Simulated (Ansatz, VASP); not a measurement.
Two plane-wave programs on SiBiS

```
CELL_PARAMETERS angstrom
4.98915 0.00000 0.00000
-2.49457 4.32073 0.00000
0.00000 0.00000 5.96454
ATOMIC_POSITIONS crystal
Si 0.33333 0.66667 0.75000
Si 0.66667 0.33333 0.25000
Bi 0.33333 0.66667 0.25000
Bi 0.66667 0.33333 0.75000
S 0.00000 0.00000 0.00000
S 0.00000 0.00000 0.50000
```

Alike in both runs: functional PBE; k mesh 12 × 12 × 8; occupations gaussian, width 0.1 eV; no spin polarisation.

Ansatz relaxed the structure, and its values are those at the end. VASP's run is a single point on that final structure, the one shown.

```csv
,VASP,Ansatz
version,VASP 6.6.1,Ansatz 0.2.0
potentials or method,"VASP PAW PBE potentials, release 64 (Si, Bi_d, S), cutoff 520 eV","scalar-relativistic, plane waves, PAW"
valence electrons in the cell,50,50
```

|  | VASP | Ansatz | Ansatz less VASP |
| --- | --- | --- | --- |
| gap on the k mesh at the Fermi level (eV) | none | none | - |
| pressure (GPa) | -0.1 | 0.0 | +0.06 |

A gap of «none» marks a metal or a gap that the smearing closes. The functional is the same, so the differences come from potentials, cutoffs and numerics.

Neither program's run includes spin-orbit coupling.
